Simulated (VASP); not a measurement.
BAs:

```
B As
1.0
     0.00000    2.35622    2.35622
     2.35622    0.00000    2.35622
     2.35622    2.35622    0.00000
B As
1 1
Cartesian
  0.0000 0.0000 0.0000
  3.5343 3.5343 3.5343
```

This cell differs from its parent crystal: functional pbesol, volume scaled by 0.96.

Base run:

```yaml
Program: VASP 6.6.1
Functional: PBEsol
Potentials_or_basis: VASP PAW PBE potentials, release 64 (B, As)
Cutoff: 500 eV
k_mesh: 15 × 15 × 15
Occupations: fermi-dirac, width 0.03 eV
Spin: no spin polarisation
```

Its results: band gap on the k mesh 1.03 eV, indirect (least direct gap 3.29 eV); pressure 6.3 GPa.

The run is repeated on the same cell with these changes: functional from PBEsol to PBE; cutoff from 500 eV to 520 eV. What comes out?

Band gap on the k mesh 1.13 eV, indirect (least direct gap 3.33 eV); pressure 9.9 GPa.

PBE binds less tightly than PBEsol, so the same cell stands under more pressure.

Caveats: the PAW data sets were made with another functional, which shifts forces and pressure a little (some runs).

A k mesh can miss the band edges.
